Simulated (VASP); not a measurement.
# CaO (P6_3/mmc) in VASP: further runs, part 2 of 2

VASP 6.6.1.

**4. Single point, PBE (16.69 Å³/atom)**

INCAR

```
PREC = Accurate ; ENCUT = 520
EDIFF = 1E-7 ; ISMEAR = 0
SIGMA = 0.05 ; LREAL = False
LASPH = True ; NELM = 80
ALGO = Normal ; ISIF = 2
LWAVE = False ; LCHARG = False
GGA = PE ; NBANDS = 24
```

KPOINTS

```
Automatic mesh
0
Gamma
  9 9 6
```

POSCAR

```
CaO
1.0
    3.8988203816      0.0000000000      0.0000000000
   -1.9494101908      3.3764774952      0.0000000000
    0.0000000000      0.0000000000      5.0723653164
Ca O
2 2
Direct
    0.3333333333      0.6666666667      0.7500000000
    0.6666666667      0.3333333333      0.2500000000
    0.3333333333      0.6666666667      0.2500000000
    0.6666666667      0.3333333333      0.7500000000
```

Potentials or basis: VASP PAW PBE potentials, release 64 (Ca_sv, O).

On the command line:

```console
> cat potpaw_PBE.64/Ca_sv/POTCAR potpaw_PBE.64/O/POTCAR > POTCAR
> mpirun -np 1 vasp_std > vasp.out
```

OUTCAR:

```text
PREC = Accurate
   ENCUT = 520
   EDIFF = 1E-7
   ISMEAR = 0
   LREAL = False
   LASPH = True
   NELM = 80
   ISIF = 2
   GGA = PE

 ion  position               nearest neighbor table
   1  0.333  0.667  0.750-   4 2.25   4 2.25   4 2.25   3 2.54   3 2.54
   2  0.667  0.333  0.250-   3 2.25   3 2.25   3 2.25   4 2.54   4 2.54
   3  0.333  0.667  0.250-   2 2.25   2 2.25   2 2.25   1 2.54   1 2.54
   4  0.667  0.333  0.750-   1 2.25   1 2.25   1 2.25   2 2.54   2 2.54

  LATTYP: Found a hexagonal cell.
 ALAT       =     3.8988203816
 C/A-ratio  =     1.3010000000

  Lattice vectors:

 A1 = (   3.8988203816,   0.0000000000,   0.0000000000)
 A2 = (  -1.9494101908,   3.3764774952,   0.0000000000)
 A3 = (   0.0000000000,   0.0000000000,   5.0723653164)

Analysis of symmetry for initial positions (statically):
=====================================================================
 Subroutine PRICEL returns:
 Original cell was already a primitive cell.

 Routine SETGRP: Setting up the symmetry group for a
 hexagonal supercell.

 Subroutine GETGRP returns: Found 24 space group operations
 (whereof 12 operations were pure point group operations)
 out of a pool of 24 trial point group operations.

The static configuration has the point symmetry D_3d.
 The point group associated with its full space group is D_6h.

Analysis of symmetry for dynamics (positions and initial velocities):
=====================================================================
 Subroutine PRICEL returns:
 Original cell was already a primitive cell.

 Routine SETGRP: Setting up the symmetry group for a
 hexagonal supercell.

 Subroutine GETGRP returns: Found 24 space group operations
 (whereof 12 operations were pure point group operations)
 out of a pool of 24 trial point group operations.

The dynamic configuration has the point symmetry D_3d.
 The point group associated with its full space group is D_6h.

 Subroutine INISYM returns: Found 24 space group operations
[... 121 lines left out ...]
     AMIX_MAG =   1.60;   BMIX_MAG =  1.00
  volume/ion in A,a.u.               =      16.69       112.65
  Fermi-wavevector in a.u.,A,eV,Ry     =   1.281117  2.420961 22.330725  1.641262
  Thomas-Fermi vector in A             =   2.413506
   LORBIT       =      0    0 simple, 1 ext, 2 COOP (PROOUT), +10 PAW based schemes
   GGA     = PE    functional components
   LHFCALC =     F    Hartree Fock is set to
   AEXX    =    0.0000 exact exchange contribution
   IVDW    =     0    specifies the selected vdW correction
   LEPSILON=     F    determine dielectric tensor
   LRPA    =     F    only Hartree local field effects (RPA)
 non-spin polarized calculation
 Gauss-broadening in eV      SIGMA  =   0.05
  energy-cutoff  :      520.00
  volume of cell :       66.77
 maximum number of plane-waves:      1819
 NGX is ok and might be reduce to    30
   NGX = 15   NGY = 15   NGZ = 19

 number of electron      31.9999995 magnetization

 Free energy of the ion-electron system (eV)
  ---------------------------------------------------
  ext. energy  EPLUGINS =         0.00000000
  ---------------------------------------------------
  free energy    TOTEN  =       -25.24749036 eV

  energy without entropy =      -25.24749036  energy(sigma->0) =      -25.24749036

 E-fermi :   1.4732     XC(G=0):  -9.3566

 val. band max:        1.1887617879   @ k =   0.0000   0.0000   0.0000
 cond. band min:       4.4473936852   @ k =   0.0000   0.0000   0.0000
 fundamental gap:      3.2586318973
 Fermi energy:         1.4732420123

 k-point     1 :       0.0000    0.0000    0.0000
  band No.  band energies     occupation
      1     -36.3776      2.00000
      2     -36.2754      2.00000
      3     -17.7279      2.00000
      4     -17.4282      2.00000
      5     -17.4282      2.00000
      6     -17.2854      2.00000
[... 637 lines left out ...]
     23       9.3432      0.00000
     24      10.0634      0.00000

 [... further k-points ...]

------------------------ aborting loop because EDIFF is reached ----------------------------------------

  FORCE on cell =-STRESS in cart. coord.  units (eV):
  Direction    XX          YY          ZZ          XY          YZ          ZX
  --------------------------------------------------------------------------------------
  -------------------------------------------------------------------------------------
  Total        1.7235496      1.7235496     -1.9811649      0.0000000      0.0000000      0.0000000
  in kB       41.3548792     41.3548792    -47.5361043      0.0000000      0.0000000      0.0000000
  external PRESSURE =      11.7245514 kB  Pullay stress =       0.0000000 kB

 VOLUME and BASIS-vectors are now :
 -----------------------------------------------------------------------------
  energy-cutoff  :      520.00
  volume of cell :       66.77
      direct lattice vectors                 reciprocal lattice vectors
     3.898820382  0.000000000  0.000000000     0.256487835  0.148083321  0.000000000
    -1.949410191  3.376477495  0.000000000     0.000000000  0.296166642  0.000000000
     0.000000000  0.000000000  5.072365316     0.000000000  0.000000000  0.197146684

 POSITION                                       TOTAL-FORCE (eV/Angst)
 -----------------------------------------------------------------------------------
     -0.00000      2.25098      3.80427        -0.000000      0.000000      0.000000
      1.94941      1.12549      1.26809         0.000000     -0.000000     -0.000000
     -0.00000      2.25098      1.26809        -0.000000      0.000000      0.000000
      1.94941      1.12549      3.80427         0.000000     -0.000000      0.000000
 -----------------------------------------------------------------------------------
    total drift:                               -0.000000     -0.000000     -0.000000

  FREE ENERGIE OF THE ION-ELECTRON SYSTEM (eV)
  ---------------------------------------------------
  free  energy   TOTEN  =       -25.2474903629 eV

  energy  without entropy=      -25.2474903629  energy(sigma->0) =      -25.24749036
```

It took 2.3 min on 1 thread of Intel Xeon 8259CL, shared host; peak memory 0.22 GiB.

What came out:

```
Free energy            : -25.2475 eV
Pressure               : 1.2 GPa
Band gap on the k mesh : 3.26 eV
```

Levels at points of the mesh, in eV from the valence-band top:
```tsv
k point	band 14	band 15	band 16	band 17	band 18	band 19
(0.00, 0.00, 0.00)	-1.10	-1.10	0.00	3.26	6.41	6.41
(0.00, 0.00, 0.50)	-1.18	-1.18	-1.18	5.18	5.18	7.74
```

Caveat: the stress differs along the axes, from -5 to 4 GPa.

**5. Summary**

| cell | gap on the mesh (eV) | pressure (GPa) |
| --- | --- | --- |
| a = 3.951, b = 3.951, c = 4.938 Å, angles 90.0, 90.0, 120.0°, 4 atoms | 3.21 | 0.5 |
| a = 4.113, b = 4.113, c = 4.557 Å, angles 90.0, 90.0, 120.0°, 4 atoms | 2.82 | 2.3 |
| a = 3.899, b = 3.899, c = 5.072 Å, angles 90.0, 90.0, 120.0°, 4 atoms | 3.26 | 1.2 |

Alike in all rows: task single point; level PBE; potentials or basis VASP PAW PBE potentials, release 64 (Ca_sv, O); no spin polarisation; k mesh 9 × 9 × 6; cutoff (eV) 520; smearing gaussian 0.05 eV.

Caveats: the stress differs along the axes, from -2 to 11 GPa (at least some runs); the stress differs along the axes, from -5 to 4 GPa (at least some runs).

Total energies depend on the potentials used, so only differences within one code and one set of settings carry meaning.
